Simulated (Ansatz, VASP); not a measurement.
One calculation of NiO, two programs

File POSCAR:

```
NiO
1.0
    0.0000000000      2.0859016414      2.0859016414
    2.0859016414      0.0000000000      2.0859016414
    2.0859016414      2.0859016414      0.0000000000
Ni O
1 1
Direct
    0.0000000000      0.0000000000      0.0000000000
    0.5000000000      0.5000000000      0.5000000000
```

Contents of INCAR.step1:

```
SYSTEM = NiO
  ALGO = Normal
  EDIFF = 1E-4
  ENCUT = 520
  GGA = PE
  ISMEAR = -1
  ISPIN = 2
  LASPH = .True.
  LCHARG = .False.
  LMAXMIX = 4
  LREAL = .False.
  LWAVE = .True.
  MAGMOM = 1 0
  NBANDS = 19
  NELM = 150
  PREC = Accurate
  SIGMA = 0.05
```

The input INCAR.step2:

```
SYSTEM = NiO
  ALGO = Normal
  EDIFF = 1E-6
  ENCUT = 520
  ISIF = 2
  ISMEAR = -1
  ISPIN = 2
  ISTART = 1
  LASPH = .True.
  LCHARG = .True.
  LELF = .True.
  LMAXMIX = 4
  LMIXTAU = .True.
  LORBIT = 11
  LREAL = .False.
  LVHAR = .True.
  LWAVE = .False.
  MAGMOM = 1 0
  METAGGA = R2SCAN
  NBANDS = 19
  NELM = 150
  PREC = Accurate
  SIGMA = 0.05
```

File KPOINTS:

```
k-points
0
Gamma
  11 11 11
  0 0 0
```

File input.yaml:

```yaml
crystal:
  lattice:
    - [0.0, 2.0859016414, 2.0859016414]
    - [2.0859016414, 0.0, 2.0859016414]
    - [2.0859016414, 2.0859016414, 0.0]
  atoms:
    - { symbol: Ni, position: [0.0, 0.0, 0.0], spin: 1.0 }
    - { symbol: O, position: [0.5, 0.5, 0.5] }
hamiltonian:
  xc: r2scan
  pseudopotentials: { kind: paw }
magnetization:
  spin_polarized: true
kpoints:
  mp_grid: { grid: [11, 11, 11] }
  band_path:
    path:
      - [[0.0, 0.0, 0.0], [0.5, 0.0, 0.5], [0.5, 0.25, 0.75], [0.375, 0.375, 0.75], [0.0, 0.0, 0.0], [0.5, 0.5, 0.5], [0.625, 0.25, 0.625], [0.5, 0.25, 0.75], [0.5, 0.5, 0.5], [0.375, 0.375, 0.75]]
      - [[0.625, 0.25, 0.625], [0.5, 0.0, 0.5]]
    npoints: 14
scf:
  occupations: { method: fermi_dirac, width: 0.05 }
  n_extra_bands: 6
output:
  forces: true
  stress: true
  eigenvalues: true
  fatbands: false
```

Alike in both runs: functional r2SCAN; k mesh 11 × 11 × 11; occupations fermi-dirac, width 0.05 eV; collinear spin.

|  | VASP | Ansatz |
| --- | --- | --- |
| version | VASP 6.6.1 | Ansatz 0.2.0 |
| potentials or method | VASP PAW PBE potentials, release 64 (Ni, O) | Ansatz PAW |
| plane-wave cutoff (eV) | 520 | 500 |
| valence electrons in the cell | 16 | 24 |
| task | single point | band structure |

Ansatz gave:

```
gap on the k mesh at the Fermi level (eV)                     : 0.82
least direct gap on the mesh (eV)                             : 1.77
pressure (GPa)                                                : 2.7
net moment per atom (μB)                                      : 1.00
size of the moment on the site where the two differ most (μB) : 1.67
```

What did VASP give for the same quantities?

gap on the k mesh at the Fermi level (eV): 0.74; least direct gap on the mesh (eV): 1.70; pressure (GPa): 2.8; net moment per atom (μB): 1.00; size of the moment on the site where the two differ most (μB): 1.69.

VASP's potentials were made for PBE, not for r2SCAN. Site moments also hang on the region over which each program counts them. With one functional, cell and mesh, what is left measures potentials, basis and numerics. VASP's potentials hold 16 valence electrons a cell and Ansatz's 24, so a difference there can come from the potentials and not from the codes.

Noted on Ansatz's run: the magnetic or orbital state may not be the lowest.
